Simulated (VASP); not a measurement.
Input of a VASP 6.6.1 run:

INCAR

```
PREC = Accurate ; ENCUT = 520
EDIFF = 1E-6 ; ISMEAR = -5
SIGMA = 0.15 ; LREAL = F
LASPH = T ; NELM = 80
ALGO = Fast ; ISIF = 2
LWAVE = F ; LCHARG = F
GGA = PE ; NBANDS = 12
```

File KPOINTS:

```
Automatic mesh
0
Gamma
  20 20 20
```

File POSCAR:

```
Ti
1.0
    0.0000000000      2.3665164302      1.7377330147
    2.3665164302      0.0000000000      1.7377330147
    2.3665164302      2.3665164302      0.0000000000
Ti
1
Direct
    0.0000000000      0.0000000000      0.0000000000
```

Potentials or basis: VASP PAW PBE potentials, release 64 (Ti_sv).

The run is started by

```sh
$ cat potpaw_PBE.64/Ti_sv/POTCAR > POTCAR
$ mpirun -np 1 vasp_std > vasp.out
```

Question: Estimate the pressure.

Answer: -10.6 GPa.

Question: Predict the band gap on the k mesh.

Answer: Zero (band 6 reaches 7.82 eV, above the bottom of band 7 at 6.41 eV).

Stress tensor (GPa, compression positive):
```
-10.85   0.00   0.00
  0.00 -10.85   0.00
  0.00   0.00 -10.05
```

Caveat: tetrahedron occupations give inexact forces and stress in metals.
